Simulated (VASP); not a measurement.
Wanted: the native input for a VASP 6.6.1 run.

| Property | Result |
| --- | --- |
| Task | electric field gradients |
| Functional | r2SCAN |
| Potentials or basis | VASP PAW PBE potentials, release 64 (Zn, Cu) |
| Cutoff | 520 eV |
| k mesh | 12 × 12 × 12 |
| Occupations | fermi-dirac, width 0.05 eV |
| Spin | no spin polarisation |
| Dipole correction | no |
| Further INCAR settings | ALGO = Normal; EDIFF = 1e-08; NBANDS = 18 |

ZnCu:

```
Zn Cu
1.0
     2.89889    0.00000    0.00000
     0.00000    2.89889    0.00000
     0.00000    0.00000    2.96436
Zn Cu
1 1
Direct
  0.50000 0.50000 0.50000
  0.00000 0.00000 0.00000
```

This cell differs from its parent crystal: z stretched by +1.5 % at fixed volume.

These files were run (other wordings do the same):

POSCAR

```
ZnCu
1.0
    2.8988931470      0.0000000000      0.0000000000
    0.0000000000      2.8988931470      0.0000000000
    0.0000000000      0.0000000000      2.9643622288
Zn Cu
1 1
Direct
    0.5000000000      0.5000000000      0.5000000000
    0.0000000000      0.0000000000      0.0000000000
```

INCAR.step1

```
PREC     = Accurate       # precision mode
ENCUT    = 520            # plane-wave cutoff, eV
ISMEAR   = -1             # smearing method
SIGMA    = 0.05           # smearing width, eV
LREAL    = F              # projectors in reciprocal space
LASPH    = T              # aspherical terms in the spheres
NELM     = 80             # most SCF steps
NBANDS   = 18             # bands
GGA      = PE             # functional
ALGO     = Normal         # electronic algorithm
EDIFF    = 1E-4           # SCF threshold, eV
LWAVE    = T              # write WAVECAR
LCHARG   = F              # write CHGCAR
```

INCAR.step2

```
PREC     = Accurate       # precision mode
ENCUT    = 520            # plane-wave cutoff, eV
EDIFF    = 1E-8           # SCF threshold, eV
ISMEAR   = -1             # smearing method
SIGMA    = 0.05           # smearing width, eV
LREAL    = F              # projectors in reciprocal space
LASPH    = T              # aspherical terms in the spheres
NELM     = 80             # most SCF steps
ALGO     = Normal         # electronic algorithm
ISIF     = 2              # what is computed and relaxed
LWAVE    = F              # write WAVECAR
LCHARG   = F              # write CHGCAR
METAGGA  = R2SCAN         # meta-GGA
LMIXTAU  = T            
LEFG     = T            
NBANDS   = 18             # bands
ISTART   = 1
```

KPOINTS

```
Automatic mesh
0
Gamma
  12 12 12
```

Potentials or basis: VASP PAW PBE potentials, release 64 (Zn, Cu).

Launch:

```console
$ cat potpaw_PBE.64/Zn/POTCAR potpaw_PBE.64/Cu/POTCAR > POTCAR
$ cp INCAR.step1 INCAR
$ mpirun -np 1 vasp_std > vasp.out
$ cp INCAR.step2 INCAR
$ mpirun -np 1 vasp_std > vasp.out
```

It gave:

```
Pressure                                : 0.6 GPa
Band gap on the k mesh                  : zero (an odd number of electrons rules out a gap without spin polarisation)
Largest electric field gradient by atom : Zn +1.4; Cu +2.7 V/Å²
```

Caveat: without QUAD_EFG the Cq values of the log hold for a quadrupole moment of 1 mb, not for the nuclei; the PAW data sets were made with another functional, which shifts forces and pressure a little.

It took 3.4 min on 1 thread of AMD EPYC 9R45 96-Core Processor (Zen 5) (shared host), peak memory 0.18 GiB.
